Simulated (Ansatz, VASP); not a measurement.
Two plane-wave programs on K

```
K
1.0
     0.00000    3.29154    3.29154
     3.29154    0.00000    3.29154
     3.29154    3.29154    0.00000
K
1
Direct
  0.00000 0.00000 0.00000
```

Alike in both runs: task relaxation of cell and atoms; functional LDA; k mesh 8 × 8 × 8; occupations fermi-dirac, width 0.1 eV; no spin polarisation.

```csv
,VASP,Ansatz
version,VASP 6.6.1,Ansatz 0.2.0
potentials or method,"VASP PAW LDA potentials, release 64 (K_sv), cutoff 600 eV","plane waves (420 eV) with PAW, scalar-relativistic"
valence electrons in the cell,9,9
```

```csv
,VASP,Ansatz,Ansatz less VASP
relaxed volume (Å³/atom),64.22,64.70,+0.484
relaxed length of the cell vector where the two differ most in proportion (Å),4.495,4.506,+0.0113
```

Ansatz warns that its potentials were made for another functional, while VASP's fit it. LDA's correlation is that of Perdew and Zunger in VASP and of Perdew and Wang (1992) in Ansatz.
